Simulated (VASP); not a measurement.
Wanted: the native input for a VASP 6.6.1 run.

```yaml
Task: relaxation of cell and atoms
Functional: PBE
Potentials_or_basis: VASP PAW PBE potentials, release 64 (K_sv, Ca_sv, Hf_pv, Sb, O)
Cutoff: 600 eV
k_mesh: 6 × 6 × 6
Occupations: gaussian, width 0.05 eV
Spin: no spin polarisation
Dipole_correction: no
Further_INCAR_settings: ALGO = Normal; EDIFF = 1e-07; IBRION = 2; EDIFFG = -0.008; NSW = 100; ISIF = 3
```

The structure of KCaHfSbO6 lies in POSCAR:

```
KCaHfSbO6
1.0
    0.0000000000      4.0620096007      4.0620096007
    4.0620096007      0.0000000000      4.0620096007
    4.0620096007      4.0620096007      0.0000000000
K Ca Hf Sb O
1 1 1 1 6
Direct
    0.2502046191      0.2497953809      0.2497953809
    0.7315362327      0.7684637673      0.7684637673
    0.0002637395     -0.0002637395     -0.0002637395
    0.5013251933      0.4986748067      0.4986748067
    0.7479676294      0.2520323706      0.2520323706
    0.2575264912      0.7424735088      0.7424735088
    0.7484722104      0.7419689278      0.2444158365
    0.2651430253      0.2444158365      0.7419689278
    0.2651430253      0.7419689278      0.2444158365
    0.7484722104      0.2444158365      0.7419689278
```

These files were run (other wordings do the same):

INCAR

```
  ALGO = Normal
  EDIFF = 1E-7
  EDIFFG = -0.008
  ENCUT = 600
  GGA = PE
  IBRION = 2
  ISIF = 3
  ISMEAR = 0
  LASPH = T
  LCHARG = F
  LREAL = F
  LWAVE = F
  NELM = 100
  NSW = 100
  PREC = Accurate
  SIGMA = 0.05
```

KPOINTS

```
k-points
0
Gamma
  6 6 6
```

Potentials or basis: VASP PAW PBE potentials, release 64 (K_sv, Ca_sv, Hf_pv, Sb, O).

The run is started by

```bash
$ cat potpaw_PBE.64/K_sv/POTCAR potpaw_PBE.64/Ca_sv/POTCAR potpaw_PBE.64/Hf_pv/POTCAR potpaw_PBE.64/Sb/POTCAR potpaw_PBE.64/O/POTCAR > POTCAR
$ mpirun -np 1 vasp_std > vasp.out
```

Results of the run:

```
Relaxed volume                        : 13.43 Å³/atom
Relaxed cell                          : a = 5.762 Å, b = 5.750 Å, c = 5.750 Å, α = 59.74°, β = 59.93°, γ = 59.93°
Space group after relaxing (to 0.1 Å) : Imm2 (No. 44)
Energy gained by relaxing             : 4.0 meV/atom
Ionic steps                           : 24
Pressure after relaxing               : 0.0 GPa
Largest force after relaxing          : 0.004 eV/Å
Band gap on the k mesh                : 3.13 eV
```

Caveat: spin-orbit coupling is left out, which moves the levels of the heavy elements.

Run time: 50 min on 1 thread of Intel(R) Xeon(R) 6975P-C (Granite Rapids) (shared host), peak memory 0.6 GiB.
